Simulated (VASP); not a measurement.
Runs of VASP 6.6.1 on ZnS. The structure is that of space group I-4m2 (No. 119), or close to it. The cells are those of the table. 

| cell | gap on the mesh (eV) | pressure (GPa) |
| --- | --- | --- |
| a = 3.976, b = 3.976, c = 3.599 Å, angles 63.1, 63.1, 53.8°, 2 atoms | (b) | -2.7 |
| a = 3.718, b = 3.718, c = 4.294 Å, angles 54.7, 54.7, 70.5°, 2 atoms | 1.22 | -4.9 |
| a = 3.747, b = 3.747, c = 4.038 Å, angles 57.4, 57.4, 65.2°, 2 atoms | (a) | -2.7 |
| a = 4.064, b = 4.064, c = 3.505 Å, angles 64.5, 64.5, 51.1°, 2 atoms | 1.06 | -3.3 |

Alike in all rows: task single point; level PBEsol; potentials or basis VASP PAW PBE potentials, release 64 (Zn, S); no spin polarisation; k mesh 10 × 10 × 10; cutoff (eV) 520; smearing gaussian 0.05 eV.

**Question.** Fill in the values left out.

**Answer.** (a) 1.63; (b) 1.50.

Caveats: the PAW data sets were made with another functional, which shifts forces and pressure a little; the cell stands under tension (at least some runs).

A k mesh can miss the band edges.
